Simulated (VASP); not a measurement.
Wanted: the native input for a VASP 6.6.1 run.

```yaml
Task: electric field gradients
Functional: r2SCAN
Potentials_or_basis: VASP PAW PBE potentials, release 64 (Zn, H, O, F)
Cutoff: 520 eV
k_mesh: 2 × 7 × 5
Occupations: fermi-dirac, width 0.02 eV
Spin: no spin polarisation
Dipole_correction: no
Further_INCAR_settings: LREAL = Auto; ALGO = Normal; EDIFF = 1e-08; NBANDS = 66
```

Crystal: ZnHOF.

```
Zn H O F
1.0
    10.22800    0.00000    0.00000
     0.00000    3.11250    0.00000
     0.00000    0.00000    4.71650
Zn H O F
4 4 4 4
Direct
  0.12824 0.75000 0.52486
  0.37176 0.25000 0.02486
  0.62824 0.75000 0.97514
  0.87176 0.25000 0.47514
  0.91408 0.75000 0.90364
  0.58592 0.25000 0.40364
  0.41408 0.75000 0.59636
  0.08592 0.25000 0.09636
  0.44182 0.75000 0.79524
  0.05818 0.25000 0.29524
  0.94182 0.75000 0.70476
  0.55818 0.25000 0.20476
  0.19356 0.25000 0.80195
  0.30644 0.75000 0.30195
  0.69356 0.25000 0.69805
  0.80644 0.75000 0.19805
```

The input as run:

POSCAR

```
ZnHOF
1.0
   10.2280000000      0.0000000000      0.0000000000
    0.0000000000      3.1125000000      0.0000000000
    0.0000000000      0.0000000000      4.7165000000
Zn H O F
4 4 4 4
Direct
    0.1282436439      0.7500000000      0.5248567626
    0.3717563561      0.2500000000      0.0248567626
    0.6282436439      0.7500000000      0.9751432374
    0.8717563561      0.2500000000      0.4751432374
    0.9140842204      0.7500000000      0.9036416829
    0.5859157796      0.2500000000      0.4036416829
    0.4140842204      0.7500000000      0.5963583171
    0.0859157796      0.2500000000      0.0963583171
    0.4418175361      0.7500000000      0.7952387250
    0.0581824639      0.2500000000      0.2952387250
    0.9418175361      0.7500000000      0.7047612750
    0.5581824639      0.2500000000      0.2047612750
    0.1935595934      0.2500000000      0.8019524629
    0.3064404066      0.7500000000      0.3019524629
    0.6935595934      0.2500000000      0.6980475371
    0.8064404066      0.7500000000      0.1980475371
```

INCAR.step1

```
ALGO = Normal
EDIFF = 1E-4
ENCUT = 520
GGA = PE
ISMEAR = -1
LASPH = T
LCHARG = F
LREAL = Auto
LWAVE = T
NBANDS = 66
NELM = 60
PREC = Accurate
SIGMA = 0.02
```

INCAR.step2

```
ALGO = Normal
EDIFF = 1E-8
ENCUT = 520
ISIF = 2
ISMEAR = -1
ISTART = 1
LASPH = T
LCHARG = F
LEFG = T
LMIXTAU = T
LREAL = Auto
LWAVE = F
METAGGA = R2SCAN
NBANDS = 66
NELM = 60
PREC = Accurate
SIGMA = 0.02
```

KPOINTS

```
k-points
0
Gamma
  2 7 5
```

Potentials or basis: VASP PAW PBE potentials, release 64 (Zn, H, O, F).

Launch:

```sh
$ cat potpaw_PBE.64/Zn/POTCAR potpaw_PBE.64/H/POTCAR potpaw_PBE.64/O/POTCAR potpaw_PBE.64/F/POTCAR > POTCAR
$ cp INCAR.step1 INCAR
$ mpirun -np 1 vasp_std > vasp.out
$ cp INCAR.step2 INCAR
$ mpirun -np 1 vasp_std > vasp.out
```

It gave:

```json
{"Pressure": "-0.7 GPa", "Largest force": "0.308 eV/Å", "Band gap on the k mesh": "3.27 eV", "Largest electric field gradient by atom": "Zn -25.4; H +36.4; O +97.7; F -44.1 V/Å²"}
```

Caveat: without QUAD_EFG the Cq values of the log hold for a quadrupole moment of 1 mb, not for the nuclei; the PAW data sets were made with another functional, which shifts forces and pressure a little.

It took 14 min on 1 thread of Intel(R) Xeon(R) Platinum 8488C (Sapphire Rapids), on a shared host, peak memory 0.36 GiB.
